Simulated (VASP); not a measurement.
# Ba8LiTi8O24 (a cell with a defect) in VASP: single point with PBE

Aim: the single point of Ba8LiTi8O24 (a cell with a defect) with PBE.

All numbers are computed with VASP 6.6.1; they aren't measurements. Logs are shortened: lines on timing, memory, paths and dates and some standing lists are left out, and cuts for length are marked.

### 1 The cell of the first run

The cell holds a defect, 41 atoms: a = 7.940 Å, b = 7.940 Å, c = 7.940 Å, α = 90.00°, β = 90.00°, γ = 90.00°.

### 2 Single point, PBE

INCAR

```
PREC = Accurate ; ENCUT = 650
EDIFF = 1E-6 ; ISMEAR = -1
SIGMA = 0.05 ; LREAL = Auto
LASPH = True ; NELM = 120
ALGO = Normal ; ISIF = 2
LWAVE = False ; LCHARG = True
GGA = PE ; LVHAR = True
NELECT = 322.0 ; NBANDS = 188
GGA_COMPAT = False ; KPAR = 2
NCORE = 2
```

KPOINTS

```
regular mesh
0
Gamma
  2 2 2
```

POSCAR

```
Ba8LiTi8O24
1.0
    7.9400000000      0.0000000000      0.0000000000
    0.0000000000      7.9400000000      0.0000000000
    0.0000000000      0.0000000000      7.9400000000
Ba Ti O Li
8 8 24 1
Direct
   -0.0015508013     -0.0000680960     -0.0000481856
   -0.0002652702      0.0028589913      0.5005485623
   -0.0002649989      0.5005269444      0.0028809361
   -0.0348591156      0.5349284357      0.5349324678
    0.5051531317     -0.0049285760     -0.0049104839
    0.5003320508     -0.0000900435      0.5018369493
    0.5003304496      0.5018152428     -0.0000685495
    0.4974099880      0.5005258654      0.5005472405
    0.2798824464      0.2203499444      0.2203682772
    0.2408127385      0.2594218802      0.7355911168
    0.2408115285      0.7355684001      0.2594417315
    0.2457666270      0.7600316245      0.7600530198
    0.7647104298      0.2594337539      0.2594523925
    0.7402029470      0.2544354674      0.7600822707
    0.7402001194      0.7600636943      0.2544510283
    0.7388816894      0.7613675204      0.7613873845
    0.2565330740      0.2436723100     -0.0065588350
    0.0045109352      0.2451953828      0.2452247585
    0.2565369413     -0.0065798005      0.2436846016
    0.2553812833      0.2449696277      0.4958567423
    0.0039286140      0.2514356081      0.7458825665
    0.2516274787     -0.0039468875      0.7473585386
    0.2516278592      0.7473203247     -0.0039207100
    0.0039246231      0.7458682804      0.2514565225
    0.2553618739      0.4958277252      0.2450184868
    0.2487639611      0.7459051096      0.4963554732
   -0.0006530277      0.7548022841      0.7548274975
    0.2487680437      0.4963304092      0.7459164569
    0.7530497972      0.2486660970     -0.0038839619
    0.5068431441      0.2436192145      0.2436354071
    0.7530422989     -0.0039068890      0.2486904825
    0.7542805683      0.2514925401      0.4964012339
    0.5042228187      0.2486716523      0.7474415196
    0.7502327243     -0.0001995256      0.7500592061
    0.7502303211      0.7500390203     -0.0001769269
    0.5042195729      0.7474108414      0.2486956360
    0.7542834632      0.4963801719      0.2515093484
    0.7454645069      0.7548429974      0.5009208156
    0.5004716966      0.7500065188      0.7500291231
    0.7454676296      0.5009004509      0.7548651023
    0.1248732383      0.3758130870      0.3758748564
```

Potentials or basis: VASP PAW PBE potentials, release 64 (Ba_sv, Ti_sv, O, Li_sv).

The run is started by

```bash
cat potpaw_PBE.64/Ba_sv/POTCAR potpaw_PBE.64/Ti_sv/POTCAR potpaw_PBE.64/O/POTCAR potpaw_PBE.64/Li_sv/POTCAR > POTCAR
mpirun -np 4 vasp_std > vasp.out
```

OUTCAR:

```text
PREC = Accurate
   ENCUT = 650
   EDIFF = 1E-6
   ISMEAR = -1
   LREAL = Auto
   LASPH = True
   NELM = 120
   ISIF = 2
   GGA = PE
   NELECT = 322.0

 ion  position               nearest neighbor table
   1  0.998  1.000  1.000-  27 2.75  18 2.75  29 2.77  31 2.77  34 2.80  35 2.80  19 2.82  17 2.82
                            24 2.84  21 2.84  22 2.84  23 2.84  12 3.33   9 3.33  16 3.38  15 3.45
   2  1.000  0.003  0.501-  21 2.77  32 2.77  18 2.80  20 2.80  31 2.80  22 2.80  34 2.80  38 2.82
                            27 2.82  26 2.84  24 2.84  19 2.88  41 3.28  10 3.36  13 3.36  12 3.43
   3  1.000  0.501  0.003-  24 2.77  37 2.77  18 2.80  25 2.80  29 2.80  23 2.80  35 2.80  40 2.82
                            27 2.82  28 2.84  21 2.84  17 2.88  41 3.28  11 3.36  13 3.36  12 3.43
   4  0.965  0.535  0.535-  41 2.19  38 2.48  40 2.48  27 2.48  37 2.82  32 2.82  24 2.82  21 2.82
                            26 2.82  28 2.82  16 3.11  18 3.27  25 3.27  20 3.27  15 3.37  14 3.37
   5  0.505  0.995  0.995-  35 2.75  34 2.75  39 2.75  30 2.79  19 2.79  17 2.79  33 2.81  22 2.81
                            36 2.81  23 2.81  31 2.82  29 2.82   9 3.10  16 3.21  15 3.35  14 3.35
   6  0.500  1.000  0.502-  20 2.75  38 2.75  22 2.78  33 2.78  39 2.80  34 2.80  30 2.82  19 2.82
                            32 2.84  26 2.84  36 2.84  31 2.84  15 3.33   9 3.33  16 3.38  14 3.45
   7  0.500  0.502  1.000-  25 2.75  40 2.75  23 2.77  36 2.78  39 2.80  35 2.80  30 2.82  17 2.82
                            37 2.84  28 2.84  33 2.84  29 2.84  14 3.33   9 3.33  16 3.38  15 3.45
   8  0.497  0.501  0.501-  28 2.77  26 2.77  25 2.79  20 2.79  36 2.80  33 2.80  39 2.80  38 2.82
                            40 2.82  32 2.84  37 2.84  30 2.89  41 3.27  10 3.36  11 3.36  14 3.43
   9  0.280  0.220  0.220-  17 1.82  19 1.82  30 1.82  41 2.14  18 2.20  25 2.20  20 2.20   5 3.10
[... 26 lines left out ...]
  28  0.249  0.496  0.746-  10 1.88  12 2.10   8 2.77   4 2.82   7 2.84   3 2.84
  29  0.753  0.249  0.996-  14 1.88  13 2.09   1 2.77   3 2.80   5 2.82   7 2.84
  30  0.507  0.244  0.244-   9 1.82  13 2.06   5 2.79   7 2.82   6 2.82   8 2.89
  31  0.753  0.996  0.249-  15 1.88  13 2.09   1 2.77   2 2.80   5 2.82   6 2.84
  32  0.754  0.251  0.496-  13 1.88  14 2.10   2 2.77   4 2.82   6 2.84   8 2.84
  33  0.504  0.249  0.747-  14 1.88  10 2.10   6 2.78   8 2.80   5 2.81   7 2.84
  34  0.750  1.000  0.750-  16 1.90  14 2.02   5 2.75   1 2.80   6 2.80   2 2.80
  35  0.750  0.750  1.000-  16 1.90  15 2.02   5 2.75   1 2.80   7 2.80   3 2.80
  36  0.504  0.747  0.249-  15 1.88  11 2.10   7 2.78   8 2.80   5 2.81   6 2.84
  37  0.754  0.496  0.252-  13 1.88  15 2.10   3 2.77   4 2.82   7 2.84   8 2.84
  38  0.745  0.755  0.501-  15 1.96  16 2.07   4 2.48   6 2.75   2 2.82   8 2.82
  39  0.500  0.750  0.750-  16 1.90  12 2.03   5 2.75   7 2.80   6 2.80   8 2.80
  40  0.745  0.501  0.755-  14 1.96  16 2.07   4 2.48   7 2.75   3 2.82   8 2.82
  41  0.125  0.376  0.376-  20 1.75  25 1.75  18 1.75   9 2.14   4 2.19   8 3.27   2 3.28   3 3.28

  LATTYP: Found a simple cubic cell.
 ALAT       =     7.9400000000

  Lattice vectors:

 A1 = (   7.9400000000,   0.0000000000,   0.0000000000)
 A2 = (   0.0000000000,   7.9400000000,   0.0000000000)
 A3 = (   0.0000000000,   0.0000000000,   7.9400000000)

Analysis of symmetry for initial positions (statically):
=====================================================================
 Subroutine PRICEL returns:
 Original cell was already a primitive cell.

 Routine SETGRP: Setting up the symmetry group for a
 simple cubic supercell.

 Subroutine GETGRP returns: Found  1 space group operations
 (whereof  1 operations were pure point group operations)
 out of a pool of 48 trial point group operations.

The static configuration has the point symmetry C_1 .

Analysis of symmetry for dynamics (positions and initial velocities):
=====================================================================
 Subroutine PRICEL returns:
 Original cell was already a primitive cell.

 Routine SETGRP: Setting up the symmetry group for a
 simple cubic supercell.

 Subroutine GETGRP returns: Found  1 space group operations
 (whereof  1 operations were pure point group operations)
 out of a pool of 48 trial point group operations.

The dynamic configuration has the point symmetry C_1 .

 Subroutine INISYM returns: Found  1 space group operations
 (whereof  1 operations are pure point group operations),
 and found     1 'primitive' translations

----------------------------------------------------------------------------------------

[... 52 lines left out ...]
     0.745467630  0.500900451  0.754865102
     0.124873238  0.375813087  0.375874856

  ion indices of the primitive-cell ions
   primitive index   ion index
                 1           1
                 2           2
                 3           3
                 4           4
                 5           5
                 6           6
[... 33 lines left out ...]
                40          40
                41          41

----------------------------------------------------------------------------------------

 KPOINTS: regular mesh

Automatic generation of k-mesh.
 Grid dimensions read from file:
 generate k-points for:    2    2    2

 Generating k-lattice:

  Cartesian coordinates                     Fractional coordinates (reciprocal lattice)
     0.062972292  0.000000000  0.000000000     0.500000000  0.000000000  0.000000000
     0.000000000  0.062972292  0.000000000     0.000000000  0.500000000  0.000000000
     0.000000000  0.000000000  0.062972292     0.000000000  0.000000000  0.500000000

  Length of vectors
     0.062972292  0.062972292  0.062972292

  Shift w.r.t. Gamma in fractional coordinates (k-lattice)
     0.000000000  0.000000000  0.000000000

 Subroutine IBZKPT returns following result:
 ===========================================

 Found      8 irreducible k-points:

 Following reciprocal coordinates:
            Coordinates               Weight
  0.000000  0.000000  0.000000      1.000000
  0.500000  0.000000  0.000000      1.000000
  0.000000  0.500000  0.000000      1.000000
  0.000000  0.000000  0.500000      1.000000
  0.500000  0.500000  0.000000      1.000000
  0.000000  0.500000  0.500000      1.000000
  0.500000  0.000000  0.500000      1.000000
  0.500000  0.500000  0.500000      1.000000
   k-points           NKPTS =      8   k-points in BZ     NKDIM =      8   number of bands    NBANDS=    188
   number of dos      NEDOS =    301   number of ions     NIONS =     41
   total plane-waves  NPLWV = 343000
   dimension x,y,z NGX =    70 NGY =   70 NGZ =   70
   dimension x,y,z NGXF=   140 NGYF=  140 NGZF=  140
   ions per type =               8   8  24   1
   NGX,Y,Z   is equivalent  to a cutoff of  14.66, 14.66, 14.66 a.u.
   NGXF,Y,Z  is equivalent  to a cutoff of  29.31, 29.31, 29.31 a.u.
 SYSTEM =  unknown system
   PREC   = accura    normal or accurate (medium, high low for compatibility)
   ISTART =      0    job   : 0-new  1-cont  2-samecut
   ICHARG =      2    charge: 1-file 2-atom 10-const
   ISPIN  =      1    spin polarized calculation?
   LNONCOLLINEAR =      F non collinear calculations
   LSORBIT =      F    spin-orbit coupling
   LASPH  =      T    aspherical Exc in radial PAW
   ENCUT  =  650.0 eV  47.77 Ry    6.91 a.u.  16.51 16.51 16.51*2*pi/ulx,y,z
   NELM   =    120;   NELMIN=  2; NELMDL= -5     # of ELM steps
   EDIFF  = 0.1E-05   stopping-criterion for ELM
   LREAL  =      T    real-space projection
   EDIFFG = 0.1E-04   stopping-criterion for IOM
   NSW    =      0    number of steps for IOM
[... 5 lines left out ...]
   TEBEG  =    0.0;   TEEND  =   0.0 temperature during run
   PSTRESS=    0.0 pullay stress
   NELECT =     322.0000    total number of electrons
   NUPDOWN=      -1.0000    fix difference up-down
   EMIN   =  10.00;   EMAX   =-10.00  energy-range for DOS
   EFERMI =   0.00;   METHOD = LEGACY
   ISMEAR =    -1;   SIGMA  =   0.05  broadening in eV -4-tet -1-fermi 0-gaus
   EFERMI_NEDOS =   21; number of points for ismear=-14 and -15
   IALGO  =     38    algorithm
   IMIX   =      4    mixing-type and parameters
     AMIX     =   0.40;   BMIX     =  1.00
     AMIX_MAG =   1.60;   BMIX_MAG =  1.00
  volume/ion in A,a.u.               =      12.21        82.39
  Fermi-wavevector in a.u.,A,eV,Ry     =   1.413209  2.670577 27.172993  1.997159
  Thomas-Fermi vector in A             =   2.534878
   LORBIT       =      0    0 simple, 1 ext, 2 COOP (PROOUT), +10 PAW based schemes
   GGA     = PE    functional components
   LHFCALC =     F    Hartree Fock is set to
   AEXX    =    0.0000 exact exchange contribution
   IVDW    =     0    specifies the selected vdW correction
   LEPSILON=     F    determine dielectric tensor
   LRPA    =     F    only Hartree local field effects (RPA)
 non-spin polarized calculation
  energy-cutoff  :      650.00
  volume of cell :      500.57
 maximum number of plane-waves:     18882
 NGX is ok and might be reduce to    70
   NGX = 33   NGY = 33   NGZ = 33

 number of electron     322.0000000 magnetization

 Free energy of the ion-electron system (eV)
  ---------------------------------------------------
  ext. energy  EPLUGINS =         0.00000000
  ---------------------------------------------------
  free energy    TOTEN  =      -325.21540295 eV

  energy without entropy =     -325.21540295  energy(sigma->0) =     -325.21540295

 E-fermi :   5.1383     XC(G=0): -11.3989

 val. band max:        4.0823582915   @ k =   0.0000   0.0000   0.0000
 cond. band min:       6.2094344672   @ k =   0.0000   0.0000   0.0000
 fundamental gap:      2.1270761756
 Fermi energy:         5.1383274556

 k-point     1 :       0.0000    0.0000    0.0000
  band No.  band energies     occupation
      1     -52.2914      2.00000
      2     -52.2616      2.00000
      3     -52.2600      2.00000
      4     -52.2599      2.00000
      5     -52.2271      2.00000
      6     -52.2269      2.00000
[... 1397 lines left out ...]
    172       7.5799      0.00000
    173       7.5803      0.00000
 [bands above 173 left out]

------------------------ aborting loop because EDIFF is reached ----------------------------------------

  FORCE on cell =-STRESS in cart. coord.  units (eV):
  Direction    XX          YY          ZZ          XY          YZ          ZX
  --------------------------------------------------------------------------------------
  -------------------------------------------------------------------------------------
  Total       32.6351211     32.5965591     32.6036666     -6.4441228      6.4157409     -6.4438889
  in kB      104.4562194    104.3327929    104.3555421    -20.6258989     20.5350559    -20.6251502
  external PRESSURE =     104.3815181 kB  Pullay stress =       0.0000000 kB

 VOLUME and BASIS-vectors are now :
 -----------------------------------------------------------------------------
  energy-cutoff  :      650.00
  volume of cell :      500.57
      direct lattice vectors                 reciprocal lattice vectors
     7.940000000  0.000000000  0.000000000     0.125944584  0.000000000  0.000000000
     0.000000000  7.940000000  0.000000000     0.000000000  0.125944584  0.000000000
     0.000000000  0.000000000  7.940000000     0.000000000  0.000000000  0.125944584

 POSITION                                       TOTAL-FORCE (eV/Angst)
 -----------------------------------------------------------------------------------
      7.92769      7.93946      7.93962         0.027099     -0.003047     -0.002915
      7.93789      0.02270      3.97436         0.005973     -0.024679     -0.006291
      7.93790      3.97418      0.02287         0.006006     -0.006297     -0.024739
      7.66322      4.24733      4.24736         0.172914     -0.170041     -0.169826
      4.01092      7.90087      7.90101        -0.018463      0.019029      0.019100
      3.97264      7.93929      3.98459         0.003617     -0.002125     -0.026916
[... 33 lines left out ...]
      5.91901      3.97715      5.99363        -0.073917     -0.028751      0.072789
      0.99149      2.98396      2.98445         0.002441     -0.006038     -0.005608
 -----------------------------------------------------------------------------------
    total drift:                                0.047062     -0.031362     -0.029566

  FREE ENERGIE OF THE ION-ELECTRON SYSTEM (eV)
  ---------------------------------------------------
  free  energy   TOTEN  =      -325.2154029524 eV

  energy  without entropy=     -325.2154029514  energy(sigma->0) =     -325.21540295
```

Wall time 23 min (4 MPI ranks of Oxide Virtual Turin-like, shared host); peak memory 0.65 GiB.

What came out:

* Free energy: -325.2154 eV
* Largest force: 0.296 eV/Å

Forces in eV/Å, atoms in the order of the input:
```
Ba   0.027 -0.003 -0.003
Ba   0.006 -0.025 -0.006
Ba   0.006 -0.006 -0.025
Ba   0.173 -0.170 -0.170
Ba  -0.018  0.019  0.019
Ba   0.004 -0.002 -0.027
Ba   0.004 -0.027 -0.002
Ba   0.024 -0.005 -0.006
Ti  -0.050  0.057  0.060
Ti   0.009 -0.002  0.012
Ti   0.010  0.009 -0.003
Ti  -0.074  0.006  0.004
Ti  -0.011 -0.004 -0.005
Ti  -0.011  0.067  0.006
Ti  -0.010  0.005  0.067
Ti  -0.023  0.035  0.034
O   -0.013  0.012 -0.068
O    0.015  0.009  0.009
O   -0.013 -0.068  0.012
O   -0.010  0.010 -0.015
O   -0.007 -0.020  0.010
O    0.002  0.011  0.002
O    0.002  0.002  0.011
O   -0.007  0.010 -0.020
O   -0.011 -0.015  0.010
O    0.020  0.009  0.008
O    0.031  0.073  0.073
O    0.020  0.008  0.009
O   -0.004 -0.003  0.013
O    0.068  0.014  0.013
O   -0.004  0.013 -0.004
O   -0.010 -0.022  0.005
O   -0.013 -0.004  0.002
O    0.016 -0.007 -0.015
O    0.016 -0.015 -0.007
O   -0.014  0.001 -0.004
O   -0.010  0.005 -0.022
O   -0.074  0.073 -0.029
O    0.005 -0.015 -0.015
O   -0.074 -0.029  0.073
Li   0.002 -0.006 -0.006
```

Levels at points of the mesh, in eV from the Fermi level:
| k point | band 158 | band 159 | band 160 | band 161 | band 162 | band 163 | band 164 | band 165 |
| --- | --- | --- | --- | --- | --- | --- | --- | --- |
| (0.00, 0.00, 0.00) | -1.17 | -1.14 | -1.14 | -1.06 | 1.07 | 1.11 | 1.11 | 1.16 |
| (0.50, 0.00, 0.00) | -1.52 | -1.52 | -1.18 | -1.13 | 1.12 | 1.19 | 1.84 | 1.94 |
| (0.00, 0.50, 0.00) | -1.52 | -1.52 | -1.18 | -1.13 | 1.13 | 1.19 | 1.84 | 1.94 |
| (0.00, 0.00, 0.50) | -1.52 | -1.52 | -1.18 | -1.13 | 1.13 | 1.19 | 1.84 | 1.94 |
| (0.50, 0.50, 0.00) | -1.55 | -1.53 | -1.53 | -1.47 | 1.81 | 1.88 | 1.90 | 1.91 |
| (0.00, 0.50, 0.50) | -1.55 | -1.53 | -1.53 | -1.47 | 1.81 | 1.88 | 1.90 | 1.91 |
| (0.50, 0.00, 0.50) | -1.55 | -1.53 | -1.53 | -1.47 | 1.81 | 1.88 | 1.90 | 1.91 |
| (0.50, 0.50, 0.50) | -1.63 | -1.62 | -1.62 | -1.57 | 2.06 | 2.12 | 2.26 | 2.26 |

Caveat: the cell carries a net charge on a neutralising background, which shifts energy and pressure; the cell is charged against a uniform background, so pressure and absolute levels hang on convention; spin-orbit coupling is left out, which moves the levels of the heavy elements.
